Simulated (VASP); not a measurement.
CaO:

```
CELL_PARAMETERS angstrom
0.00000 2.35449 2.35449
2.35449 0.00000 2.35449
2.35449 2.35449 0.00000
ATOMIC_POSITIONS crystal
Ca 0.00000 0.00000 0.00000
O 0.50000 0.50000 0.50000
```

Base run:

| Item | Value |
| --- | --- |
| Program | VASP 6.6.1 |
| Functional | PBE |
| Potentials or basis | VASP PAW PBE potentials, release 64 (Ca_sv, O) |
| Cutoff | 520 eV |
| k mesh | 10 × 10 × 10 |
| Occupations | fermi-dirac, width 0.05 eV |
| Spin | no spin polarisation |

Its results: band gap on the k mesh 3.61 eV (least direct gap 3.97 eV); pressure 10.3 GPa.

Question: The run is repeated on the same cell with these changes: functional from PBE to BLYP. What comes out?

Answer: Band gap on the k mesh 3.71 eV (least direct gap 4.06 eV); pressure 13.6 GPa.

BLYP binds less tightly than PBE, so the same cell stands under more pressure.

Caveats: the cell stands under pressure; the PAW data sets were made with another functional, which shifts forces and pressure a little (at least some runs).

A k mesh can miss the band edges.
